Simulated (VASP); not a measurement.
# Ni (Fm-3m) in VASP: a series of runs, part 2 of 2

VASP 6.6.1.

**5. Single point, PBE, collinear spin, ferromagnetic start**

Input file INCAR:

```
PREC = Accurate
ENCUT = 520
EDIFF = 1E-7
ISMEAR = 0
SIGMA = 0.05
LREAL = F
LASPH = T
NELM = 150
ALGO = Normal
ISIF = 2
LWAVE = F
LCHARG = F
ISPIN = 2
MAGMOM = 0.75
LORBIT = 11
LMAXMIX = 4
GGA = PE
NBANDS = 15
```

Input file KPOINTS:

```
Automatic mesh
0
Gamma
  20 20 20
```

Input file POSCAR:

```
Ni
1.0
    0.0000000000      1.7591346716      1.7591346716
    1.7591346716      0.0000000000      1.7591346716
    1.7591346716      1.7591346716      0.0000000000
Ni
1
Direct
    0.0000000000      0.0000000000      0.0000000000
```

Potentials or basis: VASP PAW PBE potentials, release 64 (Ni).

The run is started by

```bash
cat potpaw_PBE.64/Ni/POTCAR > POTCAR
mpirun -np 1 vasp_std > vasp.out
```

OUTCAR:

```text
PREC = Accurate
   ENCUT = 520
   EDIFF = 1E-7
   ISMEAR = 0
   LREAL = F
   LASPH = T
   NELM = 150
   ISIF = 2
   ISPIN = 2
   LORBIT = 11
   GGA = PE

 ion  position               nearest neighbor table
   1  0.000  0.000  0.000-

  LATTYP: Found a face centered cubic cell.
 ALAT       =     3.5182693432

  Lattice vectors:

 A1 = (   0.0000000000,   1.7591346716,   1.7591346716)
 A2 = (   1.7591346716,   0.0000000000,   1.7591346716)
 A3 = (   1.7591346716,   1.7591346716,   0.0000000000)

Analysis of symmetry for initial positions (statically):
=====================================================================
 Subroutine PRICEL returns:
 Original cell was already a primitive cell.

 Routine SETGRP: Setting up the symmetry group for a
 face centered cubic supercell.

 Subroutine GETGRP returns: Found 48 space group operations
 (whereof 48 operations were pure point group operations)
 out of a pool of 48 trial point group operations.

The static configuration has the point symmetry O_h .

Analysis of symmetry for dynamics (positions and initial velocities):
=====================================================================
 Subroutine PRICEL returns:
 Original cell was already a primitive cell.

 Routine SETGRP: Setting up the symmetry group for a
 face centered cubic supercell.

 Subroutine GETGRP returns: Found 48 space group operations
 (whereof 48 operations were pure point group operations)
 out of a pool of 48 trial point group operations.

The dynamic configuration has the point symmetry O_h .

Analysis of structural, dynamic, and magnetic symmetry:
=====================================================================
 Subroutine PRICEL returns:
 Original cell was already a primitive cell.

 Routine SETGRP: Setting up the symmetry group for a
 face centered cubic supercell.

 Subroutine GETGRP returns: Found 48 space group operations
 (whereof 48 operations were pure point group operations)
 out of a pool of 48 trial point group operations.

The overall configuration has the point symmetry O_h .

 Subroutine INISYM returns: Found 48 space group operations
[... 152 lines left out ...]
 k-point     1 :       0.0000    0.0000    0.0000
  band No.  band energies     occupation
      1       0.3619      1.00000
      2       6.9262      1.00000
      3       6.9262      1.00000
      4       6.9262      1.00000
      5       8.1071      1.00000
      6       8.1071      1.00000
      7      33.0861      0.00000
      8      36.9407      0.00000
      9      36.9407      0.00000
     10      36.9407      0.00000
     11      39.8743      0.00000
     12      39.8743      0.00000
     13      39.8743      0.00000
     14      42.8430      0.00000
[... 403 lines left out ...]
      4       7.1920      1.00000
      5       8.4346      1.00000
      6       8.7843      1.00000
      7      18.5006      0.00000
      8      31.0442      0.00000
      9      33.4089      0.00000
     10      35.2685      0.00000
     11      37.2497      0.00000
     12      39.0880      0.00000
     13      43.3082      0.00000
     14      49.9854      0.00000
     15      51.5680      0.00000

 [... further k-points ...]

 spin component 2

 k-point     1 :       0.0000    0.0000    0.0000
  band No.  band energies     occupation
      1       0.3254      1.00000
      2       7.6888      1.00000
      3       7.6888      1.00000
      4       7.6888      1.00000
      5       8.6926      1.00000
      6       8.6926      1.00000
      7      32.9198      0.00000
      8      36.9197      0.00000
      9      36.9197      0.00000
     10      36.9197      0.00000
     11      39.9753      0.00000
     12      39.9753      0.00000
     13      39.9753      0.00000
     14      42.7201      0.00000
[... 403 lines left out ...]
      4       7.7060      1.00000
      5       9.1694      1.00000
      6       9.4822      0.00105
      7      18.7459      0.00000
      8      31.0105      0.00000
      9      33.4072      0.00000
     10      35.3722      0.00000
     11      37.2770      0.00000
     12      39.1063      0.00000
     13      43.3701      0.00000
     14      50.0573      0.00000
     15      51.7866      0.00000

 [... further k-points ...]
[... 5 lines left out ...]
  --------------------------------------------------------------------------------------
  -------------------------------------------------------------------------------------
  Total       -0.0070311     -0.0070311     -0.0070311      0.0000000     -0.0000000     -0.0000000
  in kB       -1.0346790     -1.0346790     -1.0346790      0.0000000     -0.0000000     -0.0000000
  external PRESSURE =      -1.0346790 kB  Pullay stress =       0.0000000 kB

 VOLUME and BASIS-vectors are now :
 -----------------------------------------------------------------------------
  energy-cutoff  :      520.00
  volume of cell :       10.89
      direct lattice vectors                 reciprocal lattice vectors
     0.000000000  1.759134672  1.759134672    -0.284230655  0.284230655  0.284230655
     1.759134672  0.000000000  1.759134672     0.284230655 -0.284230655  0.284230655
     1.759134672  1.759134672  0.000000000     0.284230655  0.284230655 -0.284230655

 POSITION                                       TOTAL-FORCE (eV/Angst)
 -----------------------------------------------------------------------------------
      0.00000      0.00000      0.00000         0.000000      0.000000      0.000000
 -----------------------------------------------------------------------------------
    total drift:                                0.000000      0.000000      0.000000

  FREE ENERGIE OF THE ION-ELECTRON SYSTEM (eV)
  ---------------------------------------------------
  free  energy   TOTEN  =        -5.4718182025 eV

  energy  without entropy=       -5.4696134151  energy(sigma->0) =       -5.47071581

 total charge

# of ion       s       p       d       tot
------------------------------------------
    1        0.497   0.497   8.313   9.308

 magnetization (x)

# of ion       s       p       d       tot
------------------------------------------
    1       -0.007  -0.025   0.675   0.643
```

OSZICAR:

```text
N       E                     dE             d eps       ncg     rms          rms(c)
DAV:   1     0.330694672041E+02    0.33069E+02   -0.41988E+03 16322   0.854E+02
DAV:   2    -0.506221655551E+01   -0.38132E+02   -0.35351E+02 17467   0.162E+02
DAV:   3    -0.649181374144E+01   -0.14296E+01   -0.14147E+01 18678   0.307E+01
DAV:   4    -0.650049554789E+01   -0.86818E-02   -0.86805E-02 18948   0.229E+00
DAV:   5    -0.650060013651E+01   -0.10459E-03   -0.10459E-03 19071   0.227E-01    0.988E+00
DAV:   6    -0.581223228882E+01    0.68837E+00   -0.13604E+01 22248   0.402E+01    0.590E+00
DAV:   7    -0.548923708233E+01    0.32300E+00   -0.23447E+00 20460   0.151E+01    0.193E+00
DAV:   8    -0.547463489393E+01    0.14602E-01   -0.25460E-02 19265   0.110E+00    0.933E-01
DAV:   9    -0.547223028287E+01    0.24046E-02   -0.20196E-03 25147   0.285E-01    0.252E-01
DAV:  10    -0.547183378926E+01    0.39649E-03   -0.39992E-04 25706   0.106E-01    0.439E-02
DAV:  11    -0.547181705799E+01    0.16731E-04   -0.55251E-05 23420   0.554E-02    0.313E-02
DAV:  12    -0.547181824076E+01   -0.11828E-05   -0.16259E-06 20039   0.913E-03    0.879E-03
DAV:  13    -0.547181820254E+01    0.38212E-07   -0.30754E-07 20696   0.599E-03
   1 F= -.54718182E+01 E0= -.54707158E+01  d E =-.220479E-02  mag=     0.6306
```

Run time: 47 s. Hardware: 1 thread of Intel Xeon Platinum 8559C (Emerald Rapids), shared host; peak memory 0.18 GiB.

What came out:

- Free energy: -5.4718 eV
- Pressure: -0.1 GPa
- Net moment: 0.63 μB per cell
- Site moments: Ni +0.64 μB
- Valence electrons inside the program's atomic spheres: Ni 9.31

Levels at points of the mesh, in eV from the Fermi level:
Spin up:
| k point | band 3 | band 4 | band 5 | band 6 | band 7 | band 8 |
| --- | --- | --- | --- | --- | --- | --- |
| (0.00, 0.00, 0.00) | -2.45 | -2.45 | -1.27 | -1.27 | 23.71 | 27.57 |
| (0.50, 0.00, 0.00) | -2.42 | -0.62 | -0.62 | -0.30 | 5.65 | 22.20 |
| (0.50, 0.50, 0.00) | -0.56 | -0.49 | -0.49 | 2.44 | 9.21 | 14.81 |
Spin down:
```csv
k point,band 2,band 3,band 4,band 5,band 6,band 7,band 8,band 9
"(0.00, 0.00, 0.00)",-1.68,-1.68,-1.68,-0.68,-0.68,23.55,27.55,27.55
"(0.50, 0.00, 0.00)",-1.80,-1.80,-0.36,0.15,0.15,6.07,22.06,24.74
"(0.50, 0.50, 0.00)",-3.58,0.05,0.38,0.38,2.40,9.45,14.82,14.82
```

**6. Summary**

| spin | cell | gap on the mesh (eV) | pressure (GPa) | moment (μB) |
| --- | --- | --- | --- | --- |
| off | a = 2.488 Å, angles 60.0°, 1 atom | none | -1.3 | - |
| collinear, ferromagnetic start | a = 2.489 Å, angles 60.0°, 1 atom | none | -0.5 | 0.63 |
| collinear, ferromagnetic start | a = 2.486 Å, angles 60.0°, 1 atom | none | 0.4 | 0.63 |
| collinear, ferromagnetic start | a = 2.488 Å, angles 60.0°, 1 atom | none | -0.1 | 0.63 |

Alike in all rows: task single point; level PBE; potentials or basis VASP PAW PBE potentials, release 64 (Ni); k mesh 20 × 20 × 20; cutoff (eV) 520; smearing gaussian 0.05 eV.

Every run on the cell as given and a fine mesh finds a metal.

Absolute energies hang on the potentials; compare differences alone.
